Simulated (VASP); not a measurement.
# CuAu: single point with PBE

CuAu:

```
Cu Au
1.0
     4.86907    0.00000    0.00000
     0.00000    4.86907    0.00000
     0.00000    0.00000    4.86907
Cu Au
4 4
Direct
  0.13400 0.13400 0.13400
  0.36600 0.86600 0.63400
  0.63400 0.36600 0.86600
  0.86600 0.63400 0.36600
  0.84450 0.84450 0.84450
  0.65550 0.15550 0.34450
  0.34450 0.65550 0.15550
  0.15550 0.34450 0.65550
```

```
Program             : VASP 6.6.1
Task                : single point
Functional          : PBE
Potentials or basis : VASP PAW PBE potentials, release 64 (Cu, Au)
Cutoff              : 520 eV
k mesh              : 4 × 4 × 4
Occupations         : gaussian, width 0.1 eV
Spin                : no spin polarisation
```

```json
{"Pressure": "13.0 GPa", "Largest force": "1.574 eV/Å", "Band gap on the k mesh": "zero (band 44 reaches 9.29 eV, above the bottom of band 45 at 8.17 eV)"}
```

Forces on the atoms (eV/Å):
```
Cu   0.909  0.909  0.909
Cu  -0.909 -0.909  0.909
Cu   0.909 -0.909 -0.909
Cu  -0.909  0.909 -0.909
Au  -0.026 -0.026 -0.026
Au   0.026  0.026 -0.026
Au  -0.026  0.026  0.026
Au   0.026 -0.026  0.026
```

Levels at points of the mesh, in eV from the Fermi level:
| k point | band 40 | band 41 | band 42 | band 43 | band 44 | band 45 | band 46 | band 47 | band 48 | band 49 |
| --- | --- | --- | --- | --- | --- | --- | --- | --- | --- | --- |
| (0.00, 0.00, 0.00) | -1.60 | -1.60 | 0.11 | 0.11 | 0.11 | 0.96 | 0.96 | 0.96 | 6.75 | 6.75 |
| (0.50, 0.00, 0.00) | -1.56 | -1.50 | -1.50 | -0.01 | -0.01 | 1.82 | 1.82 | 2.33 | 2.33 | 3.95 |
| (0.50, 0.50, 0.00) | -1.62 | -1.44 | -1.44 | -1.44 | -1.44 | 2.37 | 2.37 | 2.69 | 2.69 | 4.68 |
| (0.50, 0.50, 0.50) | -1.66 | -0.99 | -0.99 | -0.99 | -0.99 | -0.57 | -0.57 | -0.57 | -0.57 | 9.94 |

It took 83 s on 1 thread of Intel Xeon 6975P-C (shared host), peak memory 0.23 GiB.

Caveat: spin-orbit coupling is left out, which moves the levels of the heavy elements; forces of over 1 eV/Å act on the atoms, so gaps and moduli don't describe the material at rest.
